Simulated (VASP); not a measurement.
Wanted: the native input for a VASP 6.6.1 run.

* Task: relaxation of volume and atoms at fixed shape
* Functional: LDA
* Potentials or basis: VASP PAW LDA potentials, release 64 (Bi_d)
* Cutoff: 600 eV
* k mesh: 6 × 6 × 6
* Occupations: fermi-dirac, width 0.05 eV
* Spin: no spin polarisation
* Dipole correction: no
* Further INCAR settings: ALGO = Normal; EDIFF = 1e-06; IBRION = 2; EDIFFG = -0.02; NSW = 80; ISIF = 8

The structure of Bi lies in POSCAR:

```
Bi
1.0
    2.2675000000      1.3091417400      3.9380000000
   -2.2675000000      1.3091417400      3.9380000000
    0.0000000000     -2.6182834700      3.9380000000
Bi
2
Direct
    0.2340000000      0.2340000000      0.2340000000
    0.7660000000      0.7660000000      0.7660000000
```

These files were run (other wordings do the same):

INCAR

```
SYSTEM = Bi
PREC = Accurate ; ENCUT = 600
EDIFF = 1E-6 ; ISMEAR = -1
SIGMA = 0.05 ; LREAL = .False.
LASPH = .True. ; NELM = 60
ALGO = Normal ; ISIF = 8
LWAVE = .False. ; LCHARG = .False.
IBRION = 2 ; NSW = 80
EDIFFG = -0.02
```

KPOINTS

```
Automatic mesh
0
Gamma
  6 6 6
  0 0 0
```

Potentials or basis: VASP PAW LDA potentials, release 64 (Bi_d).

Run with:

```sh
$ cat potpaw_LDA.64/Bi_d/POTCAR > POTCAR
$ mpirun -np 1 vasp_std > vasp.out
```

It gave:

```yaml
Relaxed_volume: 33.86 Å³/atom
Relaxed_cell: a = 4.674 Å, b = 4.674 Å, c = 4.674 Å, α = 57.30°, β = 57.30°, γ = 57.30°
Space_group_after_relaxing_to_0.05_Å: R-3m (No. 166)
Energy_gained_by_relaxing: 5.1 meV/atom
Ionic_steps: 10
Pressure_after_relaxing: 0.1 GPa
Largest_force_after_relaxing: 0.014 eV/Å
Band_gap_on_the_k_mesh: zero (band 15 reaches 6.45 eV, above the bottom of band 16 at 6.28 eV)
```

Caveat: spin-orbit coupling is left out, which moves the levels of the heavy elements.

Run time: 3 min on 1 thread of AMD EPYC 9R45 96-Core Processor (Zen 5), on a shared host, peak memory 0.19 GiB.
